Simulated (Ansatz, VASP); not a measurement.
**ZnSe in VASP and in Ansatz**

```xyz
2
Lattice="0.0000 3.1841 2.6543 2.6543 0.0000 2.6543 2.6543 3.1841 0.0000" Properties=species:S:1:pos:R:3 pbc="T T T"
Zn    0.0000    0.0000    0.0000
Se    3.9814    4.7761    3.9814
```

Alike in both runs: task single point; functional LDA; k mesh 10 × 10 × 10; occupations gaussian, width 0.05 eV; no spin polarisation.

|  | VASP | Ansatz |
| --- | --- | --- |
| version | VASP 6.6.1 | Ansatz 0.2.0 |
| potentials or method | VASP PAW LDA potentials, release 64 (Zn, Se), cutoff 520 eV | scalar-relativistic, plane waves, PAW |
| valence electrons in the cell | 18 | 28 |

Ansatz gave:

| Quantity | Value |
| --- | --- |
| gap on the k mesh at the Fermi level (eV) | 0.60 |
| least direct gap on the mesh (eV) | 0.60 |
| pressure (GPa) | -3.1 |
| traceless stress, the component that is largest in VASP (GPa) | -6.41 |

Task: Estimate VASP's values.

Result: gap on the k mesh at the Fermi level (eV): 0.64; least direct gap on the mesh (eV): 0.64; pressure (GPa): -2.8; traceless stress, the component that is largest in VASP (GPa): -6.38.

Ansatz warns that its potentials were made for another functional, while VASP's fit it. LDA's correlation is that of Perdew and Zunger in VASP and of Perdew and Wang (1992) in Ansatz. VASP's potentials hold 18 valence electrons a cell and Ansatz's 28, so a difference there can come from the potentials and not from the codes.
